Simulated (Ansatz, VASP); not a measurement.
## Two plane-wave programs on GaAs

Contents of POSCAR:

```
GaAs
1.0
    0.0000000000      2.8350000000      2.8350000000
    2.8350000000      0.0000000000      2.8350000000
    2.8350000000      2.8350000000      0.0000000000
Ga As
1 1
Direct
    0.0000000000      0.0000000000      0.0000000000
    0.2500000000      0.2500000000      0.2500000000
```

The input INCAR.step1:

```
PREC     = Accurate       # precision mode
ENCUT    = 550            # plane-wave cutoff, eV
ISMEAR   = 0              # smearing method
SIGMA    = 0.1            # smearing width, eV
LREAL    = False          # projectors in reciprocal space
LASPH    = True           # aspherical terms in the spheres
NELM     = 120            # most SCF steps
NBANDS   = 16             # bands
GGA      = PE             # functional
ALGO     = Normal         # electronic algorithm
EDIFF    = 1E-5           # SCF threshold, eV
LWAVE    = True           # write WAVECAR
LCHARG   = False          # write CHGCAR
GGA_COMPAT= False
```

The input INCAR.step2:

```
PREC     = Accurate       # precision mode
ENCUT    = 550            # plane-wave cutoff, eV
EDIFF    = 1E-6           # SCF threshold, eV
ISMEAR   = 0              # smearing method
SIGMA    = 0.1            # smearing width, eV
LREAL    = False          # projectors in reciprocal space
LASPH    = True           # aspherical terms in the spheres
NELM     = 120            # most SCF steps
ALGO     = Normal         # electronic algorithm
ISIF     = 2              # what is computed and relaxed
LWAVE    = False          # write WAVECAR
LCHARG   = False          # write CHGCAR
METAGGA  = R2SCAN         # meta-GGA
LMIXTAU  = True         
NBANDS   = 16             # bands
ISTART   = 1            
GGA_COMPAT= False
```

KPOINTS

```
regular mesh
0
Gamma
  6 6 6
```

Input for Ansatz:

```yaml
crystal:
  lattice:
    - [0.0, 2.835, 2.835]
    - [2.835, 0.0, 2.835]
    - [2.835, 2.835, 0.0]
  atoms:
    - { symbol: Ga, position: [0.0, 0.0, 0.0] }
    - { symbol: As, position: [0.25, 0.25, 0.25] }
basis:
  ecutwfc: 500
kpoints:
  mp_grid: { grid: [6, 6, 6] }
hamiltonian:
  xc: r2scan
  pseudopotentials: { kind: paw, azcp: { folder: soft_1 } }
scf:
  occupations: { method: gaussian, width: 0.1 }
output:
  forces: true
  stress: true
  eigenvalues: true
```

Alike in both runs: task single point; functional r2SCAN; k mesh 6 × 6 × 6; occupations gaussian, width 0.1 eV; no spin polarisation.

|  | VASP | Ansatz |
| --- | --- | --- |
| version | VASP 6.6.1 | Ansatz 0.2.0 |
| potentials or method | VASP PAW PBE potentials, release 64 (Ga_d, As), cutoff 550 eV | scalar-relativistic, plane waves, PAW |
| valence electrons in the cell | 18 | 28 |

```csv
,VASP,Ansatz,Ansatz less VASP
gap on the k mesh at the Fermi level (eV),0.93,0.95,+0.023
least direct gap on the mesh (eV),0.93,0.95,+0.023
pressure (GPa),0.0,-0.2,-0.16
```

VASP's potentials were made for PBE, not for r2SCAN. The functional is the same, so the differences come from potentials, cutoffs and numerics. VASP's potentials hold 18 valence electrons a cell and Ansatz's 28, so a difference there can come from the potentials and not from the codes.
